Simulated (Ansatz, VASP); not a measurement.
# Two plane-wave programs on TiAl3

The input INCAR:

```
SYSTEM = TiAl3
ALGO     = Fast           ! electronic algorithm
EDIFF    = 1E-6           ! SCF threshold, eV
ENCUT    = 520            ! plane-wave cutoff, eV
GGA      = PS             ! functional
ISIF     = 2              ! what is computed and relaxed
ISMEAR   = 0              ! smearing method
LASPH    = .True.         ! aspherical terms in the spheres
LCHARG   = .False.        ! write CHGCAR
LREAL    = .False.        ! projectors in reciprocal space
LWAVE    = .False.        ! write WAVECAR
NBANDS   = 18             ! bands
NELM     = 60             ! most SCF steps
PREC     = Accurate       ! precision mode
SIGMA    = 0.1            ! smearing width, eV
```

File KPOINTS:

```
k-points
0
Gamma
  10 10 10
  0 0 0
```

POSCAR

```
TiAl3
1.0
    3.8691211630      0.0000000000      0.0000000000
    0.0000000000      3.8691211630      0.0000000000
    0.0000000000      0.0000000000      3.8691211630
Ti Al
1 3
Direct
    0.0000000000      0.0000000000      0.0000000000
    0.5000000000      0.5000000000      0.0000000000
    0.5000000000      0.0000000000      0.5000000000
    0.0000000000      0.5000000000      0.5000000000
```

Input for Ansatz:

```yaml
crystal:
  lattice:
    - [3.869121163, 0.0, 0.0]
    - [0.0, 3.869121163, 0.0]
    - [0.0, 0.0, 3.869121163]
  atoms:
    - { symbol: Ti, position: [0.0, 0.0, 0.0] }
    - { symbol: Al, position: [0.5, 0.5, 0.0] }
    - { symbol: Al, position: [0.5, 0.0, 0.5] }
    - { symbol: Al, position: [0.0, 0.5, 0.5] }
basis:
  ecutwfc: 420
kpoints:
  mp_grid: { grid: [10, 10, 10] }
hamiltonian:
  xc: pbesol
scf:
  occupations: { method: gaussian, width: 0.1 }
output:
  forces: true
  stress: true
  eigenvalues: true
```

Alike in both runs: task single point; functional PBEsol; k mesh 10 × 10 × 10; occupations gaussian, width 0.1 eV; no spin polarisation.

```csv
,VASP,Ansatz
version,VASP 6.6.1,Ansatz 0.2.0
potentials or method,"VASP PAW PBE potentials, release 64 (Ti_sv, Al), cutoff 520 eV","scalar-relativistic, plane waves, PAW"
valence electrons in the cell,21,21
```

|  | VASP | Ansatz | Ansatz less VASP |
| --- | --- | --- | --- |
| gap on the k mesh at the Fermi level (eV) | none | none | - |
| pressure (GPa) | 7.7 | 7.7 | -0.07 |

VASP's potentials were made for PBE, not for PBEsol. A gap of «none» marks a metal or a gap that the smearing closes. The functional is the same, so the differences come from potentials, cutoffs and numerics.
